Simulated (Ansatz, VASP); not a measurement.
# One calculation of Ni, two programs

```xyz
1
Lattice="2.2874 0.0000 0.0000 0.0000 2.2874 0.0000 0.0000 0.0000 2.2874" Properties=species:S:1:pos:R:3 pbc="T T T"
Ni    0.0000    0.0000    0.0000
```

Alike in both runs: task single point; functional RPBE; k mesh 22 × 22 × 22; occupations fermi-dirac, width 0.1 eV; no spin polarisation.

|  | VASP | Ansatz |
| --- | --- | --- |
| version | VASP 6.6.1 | Ansatz 0.2.0 |
| potentials or method | VASP PAW PBE potentials, release 64 (Ni), cutoff 520 eV | plane waves (420 eV) with PAW, scalar-relativistic |
| valence electrons in the cell | 10 | 18 |

```csv
,VASP,Ansatz,Ansatz less VASP
pressure (GPa),13.1,13.2,+0.07
```

VASP's potentials were made for PBE, not for RPBE. VASP's potentials hold 10 valence electrons a cell and Ansatz's 18, so a difference there can come from the potentials and not from the codes.
